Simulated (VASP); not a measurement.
A run of VASP 6.6.1 is set up as follows.

INCAR

```
SYSTEM = TiAl5
PREC = Accurate
ENCUT = 520
EDIFF = 1E-6
ISMEAR = 0
SIGMA = 0.1
LREAL = .FALSE.
LASPH = .TRUE.
NELM = 100
ALGO = Normal
ISIF = 2
LWAVE = .FALSE.
LCHARG = .TRUE.
GGA = PE
LELF = .TRUE.
LVHAR = .TRUE.
NBANDS = 22
```

Contents of KPOINTS:

```
regular mesh
0
G
  6 6 4
  0 0 0
```

The input POSCAR:

```
TiAl5
1.0
    5.2383392904     -0.0000000030      0.0000000000
   -2.6191696426      4.5365349006      0.0000000000
    0.0000000000      0.0000000000      4.3906100647
Ti Al
1 5
Direct
    0.0000000000      0.0000000000      0.0000000000
    0.0000000000      0.5000000000      0.5000000000
    0.3333333333      0.6666666667      0.0000000000
    0.6666666667      0.3333333333      0.0000000000
    0.5000000000      0.0000000000      0.5000000000
    0.5000000000      0.5000000000      0.5000000000
```

Potentials or basis: VASP PAW PBE potentials, release 64 (Ti_sv, Al).

The run is started by

```sh
$ cat potpaw_PBE.64/Ti_sv/POTCAR potpaw_PBE.64/Al/POTCAR > POTCAR
$ mpirun -np 1 vasp_std > vasp.out
```

Problem. What does it give for the pressure?

Solution. 0.2 GPa.

Stress tensor (GPa, compression positive):
```
0.16 0.00 0.00
0.00 0.16 0.00
0.00 0.00 0.31
```
